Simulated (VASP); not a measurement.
A run of VASP 6.6.1 is set up as follows.

Contents of INCAR:

```
ALGO = Normal ; EDIFF = 1E-6
ENCUT = 520 ; GGA = RE
ISIF = 2 ; ISMEAR = -1
LASPH = T ; LCHARG = F
LREAL = F ; LWAVE = F
NBANDS = 8 ; NELM = 100
PREC = Accurate ; SIGMA = 0.1
```

The input KPOINTS:

```
k-points
0
Gamma
  22 22 22
```

POSCAR

```
Al
1.0
    0.0000000000      2.0562538742      2.0562538742
    2.0562538742      0.0000000000      2.0562538742
    2.0562538742      2.0562538742      0.0000000000
Al
1
Direct
    0.0000000000      0.0000000000      0.0000000000
```

Potentials or basis: VASP PAW PBE potentials, release 64 (Al).

Launch:

```console
$ cat potpaw_PBE.64/Al/POTCAR > POTCAR
$ mpirun -np 1 vasp_std > vasp.out
```

Problem. Predict the pressure.

Solution. -2.8 GPa.

Caveat: the PAW data sets were made with another functional, which shifts forces and pressure a little.
